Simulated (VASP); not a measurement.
A run of VASP 6.6.1 is set up as follows.

File INCAR:

```
PREC     = Accurate       # precision mode
ENCUT    = 600            # plane-wave cutoff, eV
EDIFF    = 1E-6           # SCF threshold, eV
ISMEAR   = 0              # smearing method
SIGMA    = 0.1            # smearing width, eV
LREAL    = False          # projectors in reciprocal space
LASPH    = True           # aspherical terms in the spheres
NELM     = 60             # most SCF steps
ALGO     = Normal         # electronic algorithm
ISIF     = 3              # what is computed and relaxed
LWAVE    = False          # write WAVECAR
LCHARG   = False          # write CHGCAR
GGA      = PE             # functional
IBRION   = 2              # ionic algorithm
NSW      = 90             # ionic steps
EDIFFG   = -0.04          # ionic threshold
```

The input KPOINTS:

```
regular mesh
0
Gamma
  6 6 4
```

POSCAR

```
InGaN
1.0
    2.9309422588      0.0000000000      0.0000000000
    0.0000000000      2.9309422588      0.0000000000
    0.0000000000      0.0000000000      5.9516524959
In Ga N
1 1 1
Direct
    0.0000000000      0.0000000000      0.5000000000
    0.5000000000      0.5000000000      0.0000000000
    0.0000000000      0.0000000000      0.0000000000
```

Potentials or basis: VASP PAW PBE potentials, release 64 (In_d, Ga_d, N).

Launch:

```bash
$ cat potpaw_PBE.64/In_d/POTCAR potpaw_PBE.64/Ga_d/POTCAR potpaw_PBE.64/N/POTCAR > POTCAR
$ mpirun -np 1 vasp_std > vasp.out
```

Predict the space group after relaxing (to 0.05 Å).

P4/mmm (No. 123).

Predict the relaxed cell.

a = 2.970 Å, b = 2.970 Å, c = 5.714 Å, α = 90.00°, β = 90.00°, γ = 90.00°.

What does it give for the relaxed volume?

16.80 Å³/atom.

Stress tensor (GPa, compression positive):
```
-0.37  0.00  0.00
 0.00 -0.37  0.00
 0.00  0.00 -0.11
```
